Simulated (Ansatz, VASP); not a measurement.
Two plane-wave programs on N

```
CELL_PARAMETERS angstrom
1.87699 0.00000 0.00000
0.00000 1.87699 0.00000
0.00000 0.00000 1.87700
ATOMIC_POSITIONS crystal
N 0.00000 0.00000 0.00000
```

Alike in both runs: task relaxation of cell and atoms; functional PBEsol; k mesh 10 × 10 × 10; occupations gaussian, width 0.1 eV; no spin polarisation.

|  | VASP | Ansatz |
| --- | --- | --- |
| version | VASP 6.6.1 | Ansatz 0.2.0 |
| potentials or method | VASP PAW PBE potentials, release 64 (N), cutoff 600 eV | scalar-relativistic, plane waves, PAW |
| valence electrons in the cell | 5 | 5 |

|  | VASP | Ansatz | Ansatz less VASP |
| --- | --- | --- | --- |
| gap on the k mesh at the Fermi level, each at its own relaxed structure (eV) | none | none | - |
| relaxed volume (Å³/atom) | 6.13 | 6.18 | +0.048 |
| relaxed cell length with the largest relative difference (Å) | 1.831 | 1.835 | +0.0047 |

VASP's potentials were made for PBE, not for PBEsol. A gap of «none» marks a metal or a gap that the smearing closes. Ansatz's warnings: near symmetry operations not taken.
